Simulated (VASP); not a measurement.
TaN, 2 atoms in the cell. Symmetry: Fm-3m, No. 225, cubic system. The conventional cell has a = 4.398 Å, b = 4.398 Å, c = 4.398 Å, α = 90.00°, β = 90.00°, γ = 90.00°. Within 2.9 Å of Ta (site symmetry m-3m) lie 6 N at 2.20 Å. Within 2.9 Å of N (site symmetry m-3m) lie 6 Ta at 2.20 Å. 

```yaml
Program: VASP 6.6.1
Task: single point
Functional: r2SCAN
Potentials_or_basis: VASP PAW PBE potentials, release 64 (Ta_sv_GW, N)
Cutoff: 660 eV
k_mesh: 8 × 8 × 8
Occupations: gaussian, width 0.1 eV
Spin: no spin polarisation
Dipole_correction: no
Second_run: valence_matched
Further_INCAR_settings: ALGO = Normal; EDIFF = 1e-06; NBANDS = 16
```

Potentials or basis: VASP PAW PBE potentials, release 64 (Ta_sv_GW, N).

The run is started by

```bash
$ cat potpaw_PBE.64/Ta_sv_GW/POTCAR potpaw_PBE.64/N/POTCAR > POTCAR
$ cp INCAR.step1 INCAR
$ mpirun -np 1 vasp_std > vasp.out
$ cp INCAR.step2 INCAR
$ mpirun -np 1 vasp_std > vasp.out
```

Hardware: 1 thread of Intel(R) Xeon(R) 6975P-C (Granite Rapids) (shared host).

Q: How long does it take, and how much memory?

A: Run time: 62 s on 1 thread of Intel(R) Xeon(R) 6975P-C (Granite Rapids) (shared host), peak memory 0.18 GiB. Counts: k points 29.
